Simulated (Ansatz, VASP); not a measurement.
# Nb: VASP beside Ansatz

```
Nb
1.0
    -1.65241    1.65241    1.65241
     1.65241   -1.65241    1.65241
     1.65241    1.65241   -1.65241
Nb
1
Direct
  0.00000 0.00000 0.00000
```

Alike in both runs: task relaxation of cell and atoms; functional r2SCAN; k mesh 18 × 18 × 18; occupations fermi-dirac, width 0.15 eV; no spin polarisation.

|  | VASP | Ansatz |
| --- | --- | --- |
| version | VASP 6.6.1 | Ansatz 0.2.0 |
| potentials or method | VASP PAW PBE potentials, release 64 (Nb_sv), cutoff 600 eV | scalar-relativistic, plane waves, PAW |
| valence electrons in the cell | 13 | 13 |

|  | VASP | Ansatz | Ansatz less VASP |
| --- | --- | --- | --- |
| gap on the k mesh at the Fermi level, each at its own relaxed structure (eV) | none | none | - |
| relaxed volume (Å³/atom) | 18.06 | 18.07 | +0.019 |
| relaxed cell length with the largest relative difference (Å) | 2.863 | 2.864 | +0.0010 |

VASP's potentials were made for PBE, not for r2SCAN. A gap of «none» marks a metal or a gap that the smearing closes.
